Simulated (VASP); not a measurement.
# HgTe (F-43m) in VASP: further runs, part 2 of 2

VASP 6.6.1. The steps go on from the part before.

## Step 4: Single point, PBE (33.49 Å³/atom)

This run uses another cell than the first one, of 33.49 Å³/atom.

File INCAR:

```
ALGO = Normal
EDIFF = 1E-6
ENCUT = 520
GGA = PE
ISIF = 2
ISMEAR = 0
LASPH = True
LCHARG = False
LREAL = False
LWAVE = False
NBANDS = 16
NELM = 100
PREC = Accurate
SIGMA = 0.1
```

File KPOINTS:

```
k-points
0
Gamma
  12 12 12
```

File POSCAR:

```
HgTe
1.0
    0.0000000000      3.2234624890      3.2234624890
    3.2234624890      0.0000000000      3.2234624890
    3.2234624890      3.2234624890      0.0000000000
Hg Te
1 1
Direct
    0.0000000000      0.0000000000      0.0000000000
    0.2500000000      0.2500000000      0.2500000000
```

Potentials or basis: VASP PAW PBE potentials, release 64 (Hg, Te).

Run with:

```console
> cat potpaw_PBE.64/Hg/POTCAR potpaw_PBE.64/Te/POTCAR > POTCAR
> mpirun -np 1 vasp_std > vasp.out
```

OUTCAR:

```text
EDIFF = 1E-6
   ENCUT = 520
   GGA = PE
   ISIF = 2
   ISMEAR = 0
   LASPH = True
   LREAL = False
   NELM = 100
   PREC = Accurate

 ion  position               nearest neighbor table
   1  0.000  0.000  0.000-   2 2.79   2 2.79   2 2.79   2 2.79
   2  0.250  0.250  0.250-   1 2.79   1 2.79   1 2.79   1 2.79

  LATTYP: Found a face centered cubic cell.
 ALAT       =     6.4469249780

  Lattice vectors:

 A1 = (   0.0000000000,   3.2234624890,   3.2234624890)
 A2 = (   3.2234624890,   0.0000000000,   3.2234624890)
 A3 = (   3.2234624890,   3.2234624890,   0.0000000000)

Analysis of symmetry for initial positions (statically):
=====================================================================
 Subroutine PRICEL returns:
 Original cell was already a primitive cell.

 Routine SETGRP: Setting up the symmetry group for a
 face centered cubic supercell.

 Subroutine GETGRP returns: Found 24 space group operations
 (whereof 24 operations were pure point group operations)
 out of a pool of 48 trial point group operations.

The static configuration has the point symmetry T_d .

Analysis of symmetry for dynamics (positions and initial velocities):
=====================================================================
 Subroutine PRICEL returns:
 Original cell was already a primitive cell.

 Routine SETGRP: Setting up the symmetry group for a
 face centered cubic supercell.

 Subroutine GETGRP returns: Found 24 space group operations
 (whereof 24 operations were pure point group operations)
 out of a pool of 48 trial point group operations.

The dynamic configuration has the point symmetry T_d .

 Subroutine INISYM returns: Found 24 space group operations
 (whereof 24 operations are pure point group operations),
 and found     1 'primitive' translations

----------------------------------------------------------------------------------------

                                     Primitive cell

  volume of cell :      66.9881

  direct lattice vectors                    reciprocal lattice vectors
     0.000000000  3.223462489  3.223462489    -0.155112709  0.155112709  0.155112709
     3.223462489  0.000000000  3.223462489     0.155112709 -0.155112709  0.155112709
     3.223462489  3.223462489  0.000000000     0.155112709  0.155112709 -0.155112709

  length of vectors
     4.558664370  4.558664370  4.558664370     0.268663093  0.268663093  0.268663093

  position of ions in fractional coordinates (direct lattice)
     0.000000000  0.000000000  0.000000000
     0.250000000  0.250000000  0.250000000

  ion indices of the primitive-cell ions
   primitive index   ion index
                 1           1
                 2           2

----------------------------------------------------------------------------------------

 KPOINTS: k-points

Automatic generation of k-mesh.
 Grid dimensions read from file:
 generate k-points for:   12   12   12

 Generating k-lattice:

  Cartesian coordinates                     Fractional coordinates (reciprocal lattice)
    -0.012926059  0.012926059  0.012926059     0.083333333  0.000000000  0.000000000
     0.012926059 -0.012926059  0.012926059     0.000000000  0.083333333  0.000000000
     0.012926059  0.012926059 -0.012926059     0.000000000  0.000000000  0.083333333

  Length of vectors
     0.022388591  0.022388591  0.022388591

  Shift w.r.t. Gamma in fractional coordinates (k-lattice)
     0.000000000  0.000000000  0.000000000

 Subroutine IBZKPT returns following result:
 ===========================================

 Found     72 irreducible k-points:

 Following reciprocal coordinates:
            Coordinates               Weight
  0.000000  0.000000  0.000000      1.000000
  0.083333  0.000000  0.000000      8.000000
  0.166667  0.000000  0.000000      8.000000
  0.250000  0.000000  0.000000      8.000000
  0.333333  0.000000  0.000000      8.000000
  0.416667  0.000000  0.000000      8.000000
[... 16 lines left out ...]
  0.500000  0.166667  0.000000     24.000000
 -0.416667  0.166667  0.000000     24.000000
 [... further k-points ...]
   k-points           NKPTS =     72   k-points in BZ     NKDIM =     72   number of bands    NBANDS=     16
   number of dos      NEDOS =    301   number of ions     NIONS =      2
   total plane-waves  NPLWV =  46656
   dimension x,y,z NGX =    36 NGY =   36 NGZ =   36
   dimension x,y,z NGXF=    72 NGYF=   72 NGZF=   72
   ions per type =               1   1
   NGX,Y,Z   is equivalent  to a cutoff of  13.13, 13.13, 13.13 a.u.
   NGXF,Y,Z  is equivalent  to a cutoff of  26.26, 26.26, 26.26 a.u.
 SYSTEM =  unknown system
   PREC   = accura    normal or accurate (medium, high low for compatibility)
   ISTART =      0    job   : 0-new  1-cont  2-samecut
   ICHARG =      2    charge: 1-file 2-atom 10-const
   ISPIN  =      1    spin polarized calculation?
   LNONCOLLINEAR =      F non collinear calculations
   LSORBIT =      F    spin-orbit coupling
   LASPH  =      T    aspherical Exc in radial PAW
   ENCUT  =  520.0 eV  38.22 Ry    6.18 a.u.   8.48  8.48  8.48*2*pi/ulx,y,z
   NELM   =    100;   NELMIN=  2; NELMDL= -5     # of ELM steps
   EDIFF  = 0.1E-05   stopping-criterion for ELM
   LREAL  =      F    real-space projection
   EDIFFG = 0.1E-04   stopping-criterion for IOM
   NSW    =      0    number of steps for IOM
   IBRION =     -1    ionic relax: 0-MD 1-quasi-New 2-CG
   NFREE  =      0    steps in history (QN), initial steepest desc. (CG)
   ISIF   =      2    stress and relaxation
   ISYM   =      2    0-nonsym 1-usesym 2-fastsym
   POTIM  = 0.5000    time-step for ionic-motion
   TEBEG  =    0.0;   TEEND  =   0.0 temperature during run
   PSTRESS=    0.0 pullay stress
   NELECT =      18.0000    total number of electrons
   NUPDOWN=      -1.0000    fix difference up-down
   EMIN   =  10.00;   EMAX   =-10.00  energy-range for DOS
   EFERMI =   0.00;   METHOD = LEGACY
   ISMEAR =     0;   SIGMA  =   0.10  broadening in eV -4-tet -1-fermi 0-gaus
   EFERMI_NEDOS =   21; number of points for ismear=-14 and -15
   IALGO  =     38    algorithm
   IMIX   =      4    mixing-type and parameters
     AMIX     =   0.40;   BMIX     =  1.00
     AMIX_MAG =   1.60;   BMIX_MAG =  1.00
  volume/ion in A,a.u.               =      33.49       226.03
  Fermi-wavevector in a.u.,A,eV,Ry     =   1.056411  1.996328 15.184168  1.116005
  Thomas-Fermi vector in A             =   2.191646
   LORBIT       =      0    0 simple, 1 ext, 2 COOP (PROOUT), +10 PAW based schemes
   GGA     = PE    functional components
   LHFCALC =     F    Hartree Fock is set to
   AEXX    =    0.0000 exact exchange contribution
   IVDW    =     0    specifies the selected vdW correction
   LEPSILON=     F    determine dielectric tensor
   LRPA    =     F    only Hartree local field effects (RPA)
 non-spin polarized calculation
 Gauss-broadening in eV      SIGMA  =   0.10
  energy-cutoff  :      520.00
  volume of cell :       66.99
 maximum number of plane-waves:      1828
 NGX is ok and might be reduce to    36
   NGX = 17   NGY = 17   NGZ = 17

 number of electron      18.0000001 magnetization

 Free energy of the ion-electron system (eV)
  ---------------------------------------------------
  ext. energy  EPLUGINS =         0.00000000
  ---------------------------------------------------
  free energy    TOTEN  =        -3.57247345 eV

  energy without entropy =       -3.57232050  energy(sigma->0) =       -3.57239698

 E-fermi :   3.2429     XC(G=0):  -8.7801

 val. band max:        3.1817691467   @ k =   0.0000   0.0000   0.0000
 cond. band min:       3.6329042773   @ k =   0.0833   0.0000   0.0000
 fundamental gap:      0.4511351305
 Fermi energy:         3.2429394465

 k-point     1 :       0.0000    0.0000    0.0000
  band No.  band energies     occupation
      1      -8.8632      2.00000
      2      -4.2191      2.00000
      3      -4.2191      2.00000
      4      -4.2191      2.00000
      5      -3.6793      2.00000
      6      -3.6793      2.00000
[... 8 lines left out ...]
     15      12.7457      0.00000
     16      12.7457      0.00000
[... 419 lines left out ...]
 k-point    24 :      -0.4167    0.1667    0.0000
  band No.  band energies     occupation
      1      -8.2235      2.00000
      2      -4.0708      2.00000
      3      -4.0462      2.00000
      4      -3.6972      2.00000
      5      -3.6682      2.00000
      6      -3.3517      2.00000
[... 8 lines left out ...]
     15      12.5353      0.00000
     16      12.7838      0.00000

 [... further k-points ...]

------------------------ aborting loop because EDIFF is reached ----------------------------------------

  FORCE on cell =-STRESS in cart. coord.  units (eV):
  Direction    XX          YY          ZZ          XY          YZ          ZX
  --------------------------------------------------------------------------------------
  -------------------------------------------------------------------------------------
  Total        1.7299145      1.7299145      1.7299145     -0.0000000      0.0000000     -0.0000000
  in kB       41.3749383     41.3749383     41.3749383     -0.0000000      0.0000000     -0.0000000
  external PRESSURE =      41.3749383 kB  Pullay stress =       0.0000000 kB

 VOLUME and BASIS-vectors are now :
 -----------------------------------------------------------------------------
  energy-cutoff  :      520.00
  volume of cell :       66.99
      direct lattice vectors                 reciprocal lattice vectors
     0.000000000  3.223462489  3.223462489    -0.155112709  0.155112709  0.155112709
     3.223462489  0.000000000  3.223462489     0.155112709 -0.155112709  0.155112709
     3.223462489  3.223462489  0.000000000     0.155112709  0.155112709 -0.155112709

 POSITION                                       TOTAL-FORCE (eV/Angst)
 -----------------------------------------------------------------------------------
      0.00000      0.00000      0.00000         0.000000     -0.000000     -0.000000
      1.61173      1.61173      1.61173        -0.000000      0.000000      0.000000
 -----------------------------------------------------------------------------------
    total drift:                               -0.000000     -0.000000     -0.000000

  FREE ENERGIE OF THE ION-ELECTRON SYSTEM (eV)
  ---------------------------------------------------
  free  energy   TOTEN  =        -3.5724734540 eV

  energy  without entropy=       -3.5723204988  energy(sigma->0) =       -3.57239698
```

OSZICAR:

```text
N       E                     dE             d eps       ncg     rms          rms(c)
DAV:   1     0.107560673531E+03    0.10756E+03   -0.80336E+03  2304   0.970E+02
DAV:   2    -0.916579193777E-01   -0.10765E+03   -0.10080E+03  2696   0.231E+02
DAV:   3    -0.375198163198E+01   -0.36603E+01   -0.36525E+01  2832   0.439E+01
DAV:   4    -0.378573900653E+01   -0.33757E-01   -0.33755E-01  3392   0.386E+00
DAV:   5    -0.378586197619E+01   -0.12297E-03   -0.12297E-03  3040   0.195E-01    0.781E+00
DAV:   6    -0.358098310396E+01    0.20488E+00   -0.40047E-01  2696   0.861E+00    0.616E+00
DAV:   7    -0.357324133410E+01    0.77418E-02   -0.10106E-01  2680   0.219E+00    0.221E+00
DAV:   8    -0.357241776811E+01    0.82357E-03   -0.11074E-02  2608   0.121E+00    0.549E-01
DAV:   9    -0.357243149628E+01   -0.13728E-04   -0.73332E-04  2936   0.314E-01    0.131E-01
DAV:  10    -0.357246043355E+01   -0.28937E-04   -0.86283E-05  2920   0.815E-02    0.502E-02
DAV:  11    -0.357247582596E+01   -0.15392E-04   -0.37227E-05  2744   0.476E-02    0.410E-02
DAV:  12    -0.357247364285E+01    0.21831E-05   -0.44813E-06  2656   0.194E-02    0.203E-02
DAV:  13    -0.357247345398E+01    0.18888E-06   -0.64039E-07  1944   0.412E-03
   1 F= -.35724735E+01 E0= -.35723970E+01  d E =-.152955E-03
```

Run time: 78 s. Hardware: 1 thread of Intel Xeon 8259CL, shared host; peak memory 0.25 GiB.

Results:

- Free energy: -3.5725 eV
- Pressure: 4.1 GPa
- Band gap on the k mesh: zero (filled and empty bands touch)

Caveat: the cell stands under pressure; semilocal functionals underestimate gaps, so a narrow gap can read as zero; spin-orbit coupling is left out, which moves the levels of the heavy elements.

## Step 5: Single point, PBE (34.60 Å³/atom)

This run uses another cell than the first one, of 34.60 Å³/atom.

File INCAR:

```
SYSTEM = HgTe
  PREC = Accurate
  ENCUT = 520
  EDIFF = 1E-6
  ISMEAR = 0
  SIGMA = 0.1
  LREAL = .FALSE.
  LASPH = .TRUE.
  NELM = 80
  ALGO = Normal
  ISIF = 2
  LWAVE = .FALSE.
  LCHARG = .FALSE.
  GGA = PE
  NBANDS = 16
```

File KPOINTS:

```
regular mesh
0
G
  12 12 12
  0 0 0
```

File POSCAR:

```
HgTe
1.0
    0.0000000000      3.2585028700      3.2585028700
    3.2585028700      0.0000000000      3.2585028700
    3.2585028700      3.2585028700      0.0000000000
Hg Te
1 1
Direct
    0.0000000000      0.0000000000      0.0000000000
    0.2500000000      0.2500000000      0.2500000000
```

Run with:

```console
> cat potpaw_PBE.64/Hg/POTCAR potpaw_PBE.64/Te/POTCAR > POTCAR
> mpirun -np 1 vasp_std > vasp.out
```

It took 80 s on 1 thread of Intel Xeon 8259CL, shared host; peak memory 0.26 GiB.

Results (log left out):

```yaml
Free_energy: -3.6184 eV
Pressure: 2.5 GPa
Band_gap_on_the_k_mesh: zero (filled and empty bands touch)
```

Levels at points of the mesh, in eV from the Fermi level:
| k point | band 6 | band 7 | band 8 | band 9 | band 10 | band 11 | band 12 | band 13 |
| --- | --- | --- | --- | --- | --- | --- | --- | --- |
| (0.00, 0.00, 0.00) | -6.78 | -0.85 | -0.06 | -0.06 | -0.06 | 4.21 | 4.21 | 4.21 |
| (0.50, 0.00, 0.00) | -6.49 | -5.39 | -1.00 | -1.00 | 0.64 | 4.99 | 4.99 | 6.80 |
| (0.50, 0.50, 0.00) | -6.35 | -5.37 | -2.23 | -2.23 | 1.84 | 2.49 | 8.07 | 8.70 |

Caveat: semilocal functionals underestimate gaps, so a narrow gap can read as zero; spin-orbit coupling is left out, which moves the levels of the heavy elements.

## Step 6: Single point, PBE (35.70 Å³/atom)

This run uses another cell than the first one, of 35.70 Å³/atom.

File INCAR:

```
SYSTEM = HgTe
PREC = Accurate ; ENCUT = 520
EDIFF = 1E-6 ; ISMEAR = 0
SIGMA = 0.1 ; LREAL = .FALSE.
LASPH = .TRUE. ; NELM = 60
ALGO = Normal ; ISIF = 2
LWAVE = .FALSE. ; LCHARG = .FALSE.
GGA = PE ; NBANDS = 16
```

KPOINTS is that of step 5.

File POSCAR:

```
HgTe
1.0
    0.0000000000      3.2928054210      3.2928054210
    3.2928054210      0.0000000000      3.2928054210
    3.2928054210      3.2928054210      0.0000000000
Hg Te
1 1
Direct
    0.0000000000      0.0000000000      0.0000000000
    0.2500000000      0.2500000000      0.2500000000
```

Potentials or basis: VASP PAW PBE potentials, release 64 (Hg, Te).

Run with:

```console
> cat potpaw_PBE.64/Hg/POTCAR potpaw_PBE.64/Te/POTCAR > POTCAR
> mpirun -np 1 vasp_std > vasp.out
```

Run time: 81 s. Hardware: 1 thread of Intel Xeon 8259CL, shared host; peak memory 0.26 GiB.

The run converged. Its results:

```yaml
Free_energy: -3.6438 eV
Pressure: 1.1 GPa
Band_gap_on_the_k_mesh: zero (filled and empty bands touch)
```

Levels at points of the mesh, in eV from the Fermi level:
```
           k point  band 6  band 7  band 8  band 9  band 10  band 11  band 12  band 13
(0.00, 0.00, 0.00)   -6.65   -0.93   -0.07   -0.07    -0.07     4.26     4.26     4.26
(0.50, 0.00, 0.00)   -6.38   -5.20   -0.95   -0.95     0.64     5.02     5.02     6.78
(0.50, 0.50, 0.00)   -6.25   -5.20   -2.11   -2.11     1.84     2.57     7.95     8.56
```

Caveat: semilocal functionals underestimate gaps, so a narrow gap can read as zero; spin-orbit coupling is left out, which moves the levels of the heavy elements.

## Step 7: Summary

```tsv
cell	gap on the mesh (eV)	pressure (GPa)
a = 4.508 Å, angles 60.0°, 2 atoms	none	6.1
a = 4.546 Å, angles 60.0°, 2 atoms	none	4.6
a = 4.559 Å, angles 60.0°, 2 atoms	none	4.1
a = 4.608 Å, angles 60.0°, 2 atoms	none	2.5
a = 4.657 Å, angles 60.0°, 2 atoms	none	1.1
```

Alike in all rows: task single point; level PBE; potentials or basis VASP PAW PBE potentials, release 64 (Hg, Te); no spin polarisation; k mesh 12 × 12 × 12; cutoff (eV) 520; smearing gaussian 0.1 eV.

Caveats: semilocal functionals underestimate gaps, so a narrow gap can read as zero; spin-orbit coupling is left out, which moves the levels of the heavy elements; the cell stands under pressure (at least some runs).

Absolute energies hang on the potentials; compare differences alone.
